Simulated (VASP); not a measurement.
# RuC2 (I4_1/amd) in VASP: single point with PBE

Aim: the single point of RuC2 with PBE.

Everything below comes from runs of VASP 6.6.1. Logs are shortened: lines on timing, memory, paths and dates and some standing lists are left out, and cuts for length are marked.

## (1) The cell of the first run

The structure is tetragonal, space group I4_1/amd (No. 141). The conventional cell has a = 3.579 Å, b = 3.579 Å, c = 8.049 Å, α = 90.00°, β = 90.00°, γ = 90.00°. Ru (site symmetry -4m2) has 12 C at 2.19 to 2.64 Å and 4 Ru at 2.69 Å within 2.9 Å. C (site symmetry 2mm) has 3 C at 1.51 to 1.86 Å within 2.0 Å.

## (2) Single point, PBE

The input, INCAR:

```
SYSTEM = RuC2
  PREC = Accurate
  ENCUT = 520
  EDIFF = 1E-6
  ISMEAR = 0
  SIGMA = 0.1
  LREAL = .FALSE.
  LASPH = .TRUE.
  NELM = 60
  ALGO = Normal
  ISIF = 2
  LWAVE = .FALSE.
  LCHARG = .TRUE.
  GGA = PE
  LELF = .TRUE.
  LVHAR = .TRUE.
  NBANDS = 31
```

The input, KPOINTS:

```
Automatic mesh
0
G
  14 14 14
  0 0 0
```

The input, POSCAR:

```
RuC2
1.0
   -1.7894218284      1.7894218284      4.0243986958
    1.7894218284     -1.7894218284      4.0243986958
    1.7894218284      1.7894218284     -4.0243986958
Ru C
2 4
Direct
    0.0000000000      0.0000000000      0.0000000000
    0.7500000000      0.2500000000      0.5000000000
    0.4062671906      0.4062671906      0.0000000000
    0.1562671906      0.6562671906      0.5000000000
    0.3437328094      0.8437328094      0.5000000000
    0.5937328094      0.5937328094      0.0000000000
```

Potentials or basis: VASP PAW PBE potentials, release 64 (Ru_pv, C).

Command:

```console
$ cat potpaw_PBE.64/Ru_pv/POTCAR potpaw_PBE.64/C/POTCAR > POTCAR
$ mpirun -np 1 vasp_std > vasp.out
```

OUTCAR:

```text
SYSTEM = RuC2
   PREC = Accurate
   ENCUT = 520
   EDIFF = 1E-6
   ISMEAR = 0
   LREAL = .FALSE.
   LASPH = .TRUE.
   NELM = 60
   ISIF = 2
   GGA = PE

 ion  position               nearest neighbor table
   1  0.000  0.000  0.000-   4 2.19   5 2.19   4 2.19   5 2.19   3 2.64   6 2.64   6 2.64   6 2.64
                             3 2.64   3 2.64   6 2.64   3 2.64   2 2.69   2 2.69   2 2.69   2 2.69
   2  0.750  0.250  0.500-   3 2.19   6 2.19   3 2.19   6 2.19   4 2.64   5 2.64   5 2.64   5 2.64
                             4 2.64   5 2.64   4 2.64   4 2.64   1 2.69   1 2.69   1 2.69   1 2.69
   3  0.406  0.406  0.000-   6 1.51   5 1.86   5 1.86   2 2.19   2 2.19   1 2.64   1 2.64   1 2.64
                             1 2.64
   4  0.156  0.656  0.500-   5 1.51   6 1.86   6 1.86   1 2.19   1 2.19   2 2.64   2 2.64   2 2.64
                             2 2.64
   5  0.344  0.844  0.500-   4 1.51   3 1.86   3 1.86   1 2.19   1 2.19   2 2.64   2 2.64   2 2.64
                             2 2.64
   6  0.594  0.594  0.000-   3 1.51   4 1.86   4 1.86   2 2.19   2 2.19   1 2.64   1 2.64   1 2.64
                             1 2.64

  LATTYP: Found a body centered tetragonal cell.
 ALAT       =     3.5788436568
 C/A-ratio  =     2.2489938548

  Lattice vectors:

 A1 = (  -1.7894218284,   1.7894218284,   4.0243986958)
 A2 = (   1.7894218284,  -1.7894218284,   4.0243986958)
 A3 = (   1.7894218284,   1.7894218284,  -4.0243986958)

Analysis of symmetry for initial positions (statically):
=====================================================================
 Subroutine PRICEL returns:
 Original cell was already a primitive cell.

 Routine SETGRP: Setting up the symmetry group for a
 body centered tetragonal supercell.

 Subroutine GETGRP returns: Found 16 space group operations
 (whereof  8 operations were pure point group operations)
 out of a pool of 16 trial point group operations.

The static configuration has the point symmetry D_2d.
 The point group associated with its full space group is D_4h.

Analysis of symmetry for dynamics (positions and initial velocities):
=====================================================================
 Subroutine PRICEL returns:
 Original cell was already a primitive cell.

 Routine SETGRP: Setting up the symmetry group for a
 body centered tetragonal supercell.

 Subroutine GETGRP returns: Found 16 space group operations
 (whereof  8 operations were pure point group operations)
 out of a pool of 16 trial point group operations.

The dynamic configuration has the point symmetry D_2d.
 The point group associated with its full space group is D_4h.

 Subroutine INISYM returns: Found 16 space group operations
 (whereof  8 operations are pure point group operations),
 and found     1 'primitive' translations

----------------------------------------------------------------------------------------

                                     Primitive cell

  volume of cell :      51.5450

  direct lattice vectors                    reciprocal lattice vectors
    -1.789421828  1.789421828  4.024398696     0.000000000  0.279419862  0.124242163
     1.789421828 -1.789421828  4.024398696     0.279419862  0.000000000  0.124242163
     1.789421828  1.789421828 -4.024398696     0.279419862  0.279419862  0.000000000

  length of vectors
     4.753929514  4.753929514  4.753929514     0.305796622  0.305796622  0.395159358

  position of ions in fractional coordinates (direct lattice)
     0.000000000  0.000000000  0.000000000
     0.750000000  0.250000000  0.500000000
     0.406267191  0.406267191  0.000000000
     0.156267191  0.656267191  0.500000000
     0.343732809  0.843732809  0.500000000
     0.593732809  0.593732809  0.000000000

  ion indices of the primitive-cell ions
   primitive index   ion index
                 1           1
                 2           2
                 3           3
                 4           4
                 5           5
                 6           6

----------------------------------------------------------------------------------------

 KPOINTS: Automatic mesh

Automatic generation of k-mesh.
 Grid dimensions read from file:
 generate k-points for:   14   14   14

 Generating k-lattice:

  Cartesian coordinates                     Fractional coordinates (reciprocal lattice)
     0.000000000  0.019958562  0.008874440     0.071428571  0.000000000 -0.000000000
     0.019958562  0.000000000  0.008874440     0.000000000  0.071428571 -0.000000000
     0.019958562  0.019958562  0.000000000     0.000000000  0.000000000  0.071428571

  Length of vectors
     0.021842616  0.021842616  0.028225668

  Shift w.r.t. Gamma in fractional coordinates (k-lattice)
     0.000000000  0.000000000  0.000000000

 Subroutine IBZKPT returns following result:
 ===========================================

 Found    244 irreducible k-points:

 Following reciprocal coordinates:
            Coordinates               Weight
  0.000000  0.000000  0.000000      1.000000
  0.071429  0.000000 -0.000000      8.000000
  0.142857  0.000000 -0.000000      8.000000
  0.214286  0.000000 -0.000000      8.000000
  0.285714  0.000000 -0.000000      8.000000
  0.357143  0.000000 -0.000000      8.000000
[... 16 lines left out ...]
  0.214286  0.142857  0.000000     16.000000
  0.285714  0.142857 -0.000000     16.000000
 [... further k-points ...]
   k-points           NKPTS =    244   k-points in BZ     NKDIM =    244   number of bands    NBANDS=     31
   number of dos      NEDOS =    301   number of ions     NIONS =      6
   total plane-waves  NPLWV =  46656
   dimension x,y,z NGX =    36 NGY =   36 NGZ =   36
   dimension x,y,z NGXF=    72 NGYF=   72 NGZF=   72
   ions per type =               2   4
   NGX,Y,Z   is equivalent  to a cutoff of  12.59, 12.59, 12.59 a.u.
   NGXF,Y,Z  is equivalent  to a cutoff of  25.18, 25.18, 25.18 a.u.
 SYSTEM =  RuC2
   PREC   = accura    normal or accurate (medium, high low for compatibility)
   ISTART =      0    job   : 0-new  1-cont  2-samecut
   ICHARG =      2    charge: 1-file 2-atom 10-const
   ISPIN  =      1    spin polarized calculation?
   LNONCOLLINEAR =      F non collinear calculations
   LSORBIT =      F    spin-orbit coupling
   LASPH  =      T    aspherical Exc in radial PAW
   ENCUT  =  520.0 eV  38.22 Ry    6.18 a.u.   8.84  8.84  8.84*2*pi/ulx,y,z
   NELM   =     60;   NELMIN=  2; NELMDL= -5     # of ELM steps
   EDIFF  = 0.1E-05   stopping-criterion for ELM
   LREAL  =      F    real-space projection
   EDIFFG = 0.1E-04   stopping-criterion for IOM
   NSW    =      0    number of steps for IOM
   IBRION =     -1    ionic relax: 0-MD 1-quasi-New 2-CG
   NFREE  =      0    steps in history (QN), initial steepest desc. (CG)
   ISIF   =      2    stress and relaxation
   ISYM   =      2    0-nonsym 1-usesym 2-fastsym
   POTIM  = 0.5000    time-step for ionic-motion
   TEBEG  =    0.0;   TEEND  =   0.0 temperature during run
   PSTRESS=    0.0 pullay stress
   NELECT =      44.0000    total number of electrons
   NUPDOWN=      -1.0000    fix difference up-down
   EMIN   =  10.00;   EMAX   =-10.00  energy-range for DOS
   EFERMI =   0.00;   METHOD = LEGACY
   ISMEAR =     0;   SIGMA  =   0.10  broadening in eV -4-tet -1-fermi 0-gaus
   EFERMI_NEDOS =   21; number of points for ismear=-14 and -15
   IALGO  =     38    algorithm
   IMIX   =      4    mixing-type and parameters
     AMIX     =   0.40;   BMIX     =  1.00
     AMIX_MAG =   1.60;   BMIX_MAG =  1.00
  volume/ion in A,a.u.               =       8.59        57.97
  Fermi-wavevector in a.u.,A,eV,Ry     =   1.552972  2.934691 32.813462  2.411721
  Thomas-Fermi vector in A             =   2.657270
   LORBIT       =      0    0 simple, 1 ext, 2 COOP (PROOUT), +10 PAW based schemes
   GGA     = PE    functional components
   LHFCALC =     F    Hartree Fock is set to
   AEXX    =    0.0000 exact exchange contribution
   IVDW    =     0    specifies the selected vdW correction
   LEPSILON=     F    determine dielectric tensor
   LRPA    =     F    only Hartree local field effects (RPA)
 non-spin polarized calculation
 Gauss-broadening in eV      SIGMA  =   0.10
  energy-cutoff  :      520.00
  volume of cell :       51.54
 maximum number of plane-waves:      1418
   NGX = 17   NGY = 17   NGZ = 17

 number of electron      44.0000001 magnetization

 Free energy of the ion-electron system (eV)
  ---------------------------------------------------
  ext. energy  EPLUGINS =         0.00000000
  ---------------------------------------------------
  free energy    TOTEN  =       -45.83385292 eV

  energy without entropy =      -45.82289300  energy(sigma->0) =      -45.82837296

 E-fermi :  11.5366     XC(G=0): -13.6849

 val. band max:       11.5173825319   @ k =   0.2143   0.0714  -0.0000
 cond. band min:      11.5422874248   @ k =  -0.2143   0.4286   0.0714
 fundamental gap:      0.0249048929
 Fermi energy:        11.5366039168

 k-point     1 :       0.0000    0.0000    0.0000
  band No.  band energies     occupation
      1     -31.6242      2.00000
      2     -31.3293      2.00000
      3     -31.3293      2.00000
      4     -31.1842      2.00000
      5     -31.1842      2.00000
      6     -31.0573      2.00000
[... 23 lines left out ...]
     30      19.5288      0.00000
     31      20.6488      0.00000

 k-point     2 :       0.0714    0.0000   -0.0000
  band No.  band energies     occupation
      1     -31.6213      2.00000
      2     -31.3338      2.00000
      3     -31.3310      2.00000
      4     -31.1851      2.00000
      5     -31.1821      2.00000
      6     -31.0582      2.00000
[... 23 lines left out ...]
     30      19.6079      0.00000
     31      20.5512      0.00000

 k-point     3 :       0.1429    0.0000   -0.0000
  band No.  band energies     occupation
      1     -31.6131      2.00000
      2     -31.3465      2.00000
      3     -31.3358      2.00000
      4     -31.1870      2.00000
      5     -31.1764      2.00000
      6     -31.0611      2.00000
[... 703 lines left out ...]
     30      19.1278      0.00000
     31      20.3456      0.00000

 k-point    24 :       0.2857    0.1429   -0.0000
  band No.  band energies     occupation
      1     -31.5621      2.00000
      2     -31.4213      2.00000
      3     -31.3489      2.00000
      4     -31.1903      2.00000
      5     -31.1425      2.00000
      6     -31.0915      2.00000
[... 23 lines left out ...]
     30      18.7992      0.00000
     31      20.2687      0.00000

 [... further k-points ...]

------------------------ aborting loop because EDIFF is reached ----------------------------------------

  FORCE on cell =-STRESS in cart. coord.  units (eV):
  Direction    XX          YY          ZZ          XY          YZ          ZX
  --------------------------------------------------------------------------------------
  -------------------------------------------------------------------------------------
  Total        0.0288440      0.0288440      0.1509142      0.0000000     -0.0000000      0.0000000
  in kB        0.8965595      0.8965595      4.6908776      0.0000000     -0.0000000      0.0000000
  external PRESSURE =       2.1613322 kB  Pullay stress =       0.0000000 kB

 VOLUME and BASIS-vectors are now :
 -----------------------------------------------------------------------------
  energy-cutoff  :      520.00
  volume of cell :       51.54
      direct lattice vectors                 reciprocal lattice vectors
    -1.789421828  1.789421828  4.024398696     0.000000000  0.279419862  0.124242163
     1.789421828 -1.789421828  4.024398696     0.279419862  0.000000000  0.124242163
     1.789421828  1.789421828 -4.024398696     0.279419862  0.279419862  0.000000000

 POSITION                                       TOTAL-FORCE (eV/Angst)
 -----------------------------------------------------------------------------------
      0.00000      0.00000      0.00000         0.000000      0.000000      0.000000
      0.00000      1.78942      2.01220         0.000000      0.000000     -0.000000
      0.00000      0.00000      3.26996         0.000000      0.000000     -0.029560
      1.78942      0.00000      1.25776        -0.000000     -0.000000     -0.029560
      1.78942      0.00000      2.76664         0.000000      0.000000      0.029560
      0.00000      0.00000      4.77884        -0.000000     -0.000000      0.029560
 -----------------------------------------------------------------------------------
    total drift:                               -0.000000      0.000000      0.000000

  FREE ENERGIE OF THE ION-ELECTRON SYSTEM (eV)
  ---------------------------------------------------
  free  energy   TOTEN  =       -45.8338529249 eV

  energy  without entropy=      -45.8228930019  energy(sigma->0) =      -45.82837296
```

Run time: 5.4 min. Hardware: 1 thread of AMD EPYC 9R45 (Zen 5), shared host; peak memory 0.4 GiB.

What came out:

* Free energy: -45.8339 eV
* Pressure: 0.2 GPa
* Largest force: 0.030 eV/Å
* Band gap on the k mesh: zero (bands 22 and 23 overlap by 0.86 eV)

Forces on the atoms (eV/Å):
```
Ru   0.000  0.000  0.000
Ru   0.000  0.000  0.000
C    0.000  0.000 -0.030
C    0.000  0.000 -0.030
C    0.000  0.000  0.030
C    0.000  0.000  0.030
```

The gap in the log of VASP goes by the Fermi energy; the results here count the filled bands.